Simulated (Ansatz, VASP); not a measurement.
CdI2: VASP beside Ansatz

```
Cd I
1.0
     4.24836    0.00000    0.00000
    -2.12418    3.67918    0.00000
     0.00000    0.00000    6.88442
Cd I
1 2
Direct
  0.00000 0.00000 0.00000
  0.33333 0.66667 0.24956
  0.66667 0.33333 0.75044
```

Alike in both runs: task single point; functional PBEsol; k mesh 6 × 6 × 4; no spin polarisation.

|  | VASP | Ansatz |
| --- | --- | --- |
| version | VASP 6.6.1 | Ansatz 0.2.0 |
| potentials or method | VASP PAW PBE potentials, release 64 (Cd, I) | plane waves |
| plane-wave cutoff (eV) | 500 | 420 |
| occupations | methfessel-paxton of order 1, width 0.05 eV | cold, width 0.05 eV |
| valence electrons in the cell | 26 | 54 |

Ansatz gave:

- gap on the k mesh at the Fermi level (eV): 2.30
- pressure (GPa): -0.6
- traceless stress, the component that is largest in VASP (GPa): 0.06
- rms of the force components (eV/Å): 0.068

Estimate VASP's values.

gap on the k mesh at the Fermi level (eV): 2.29; pressure (GPa): -0.5; traceless stress, the component that is largest in VASP (GPa): 0.05; rms of the force components (eV/Å): 0.056.

VASP's potentials were made for PBE, not for PBEsol. Atom by atom the forces differ by 0.012 eV/Å (rms over components). VASP's potentials hold 26 valence electrons a cell and Ansatz's 54, so a difference there can come from the potentials and not from the codes.

Neither program's run includes spin-orbit coupling.
